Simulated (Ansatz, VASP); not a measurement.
Ga: VASP beside Ansatz

Contents of POSCAR:

```
Ga
1.0
   -1.4250600000      1.4250600000      2.2290000000
    1.4250600000     -1.4250600000      2.2290000000
    1.4250600000      1.4250600000     -2.2290000000
Ga
1
Direct
    0.0000000000      0.0000000000      0.0000000000
```

The input INCAR.step1:

```
SYSTEM = Ga
PREC = Accurate
ENCUT = 520
ISMEAR = 0
SIGMA = 0.15
LREAL = .False.
LASPH = .True.
NELM = 100
NBANDS = 12
GGA = PE
ALGO = Normal
EDIFF = 1E-4
LWAVE = .True.
LCHARG = .False.
```

File INCAR.step2:

```
SYSTEM = Ga
PREC = Accurate
ENCUT = 520
EDIFF = 1E-7
ISMEAR = 0
SIGMA = 0.15
LREAL = .False.
LASPH = .True.
NELM = 100
ALGO = Normal
ISIF = 2
LWAVE = .False.
LCHARG = .True.
METAGGA = R2SCAN
LMIXTAU = .True.
LELF = .True.
LVHAR = .True.
NBANDS = 12
ISTART = 1
```

KPOINTS

```
Automatic mesh
0
Gamma
  24 24 24
  0 0 0
```

Input for Ansatz:

```yaml
crystal:
  lattice:
    - [-1.42506, 1.42506, 2.229]
    - [1.42506, -1.42506, 2.229]
    - [1.42506, 1.42506, -2.229]
  atoms:
    - { symbol: Ga, position: [0.0, 0.0, 0.0] }
basis:
  ecutwfc: 500
kpoints:
  mp_grid: { grid: [24, 24, 24] }
hamiltonian:
  xc: r2scan
scf:
  occupations: { method: gaussian, width: 0.15 }
output:
  forces: true
  stress: true
  eigenvalues: true
  write_density: true
  write_potential: true
  elf: true
  volumetric_format: npy
```

Change from the starting cell: strain +0.015 along x and y, +0.000 along z, atoms carried along.

Alike in both runs: task single point; functional r2SCAN; k mesh 24 × 24 × 24; occupations gaussian, width 0.15 eV; no spin polarisation.

```csv
,VASP,Ansatz
version,VASP 6.6.1,Ansatz 0.2.0
potentials or method,"VASP PAW PBE potentials, release 64 (Ga_d), cutoff 520 eV","scalar-relativistic, plane waves, PAW"
valence electrons in the cell,13,13
```

```tsv
	VASP	Ansatz	Ansatz less VASP
gap on the k mesh at the Fermi level (eV)	none	none	-
pressure (GPa)	-0.7	-0.8	-0.05
traceless stress, the component that is largest in VASP (GPa)	-0.07	-0.05	+0.027
```

VASP's potentials were made for PBE, not for r2SCAN. A gap of «none» marks a metal or a gap that the smearing closes. The functional is the same, so the differences come from potentials, cutoffs and numerics.
